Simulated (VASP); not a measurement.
Runs of VASP 6.6.1 on AlN. The structure is that of space group Fm-3m (No. 225), or close to it. The cells are those of the table. 

```csv
level,cell,k mesh,smearing,grid for exact exchange (PRECFOCK),screening parameter,gap on the mesh (eV),pressure (GPa)
r2SCAN,"a = 2.863, b = 2.863, c = 2.912 Å, angles 59.4, 59.4, 61.1°, 2 atoms",10 × 10 × 10,gaussian 0.01 eV,-,-,5.01,-6.8
HSE06,"a = 2.855 Å, angles 60.0°, 2 atoms",8 × 8 × 8,gaussian 0.01 eV,Normal,0.2079 1/Å,(b),-1.5
PBE,"a = 2.855, b = 2.799, c = 2.799 Å, angles 61.3, 59.3, 59.3°, 2 atoms",10 × 10 × 10,fermi-dirac 0.02 eV,-,-,4.72,(a)
r2SCAN,"a = 2.865 Å, angles 59.8°, 2 atoms",10 × 10 × 10,gaussian 0.01 eV,-,-,5.45,-2.2
PBE,"a = 2.884 Å, angles 62.0°, 2 atoms",6 × 6 × 6,gaussian 0.01 eV,-,-,3.44,-11.2
```

Alike in all rows: task single point; potentials or basis VASP PAW PBE potentials, release 64 (Al, N); no spin polarisation; cutoff (eV) 520.

Estimate the missing entries.

(a) 19.3; (b) 6.01.

Caveats: some runs use coarse meshes; the PAW data sets were made with another functional, which shifts forces and pressure a little (some runs).

A k mesh can miss the band edges.
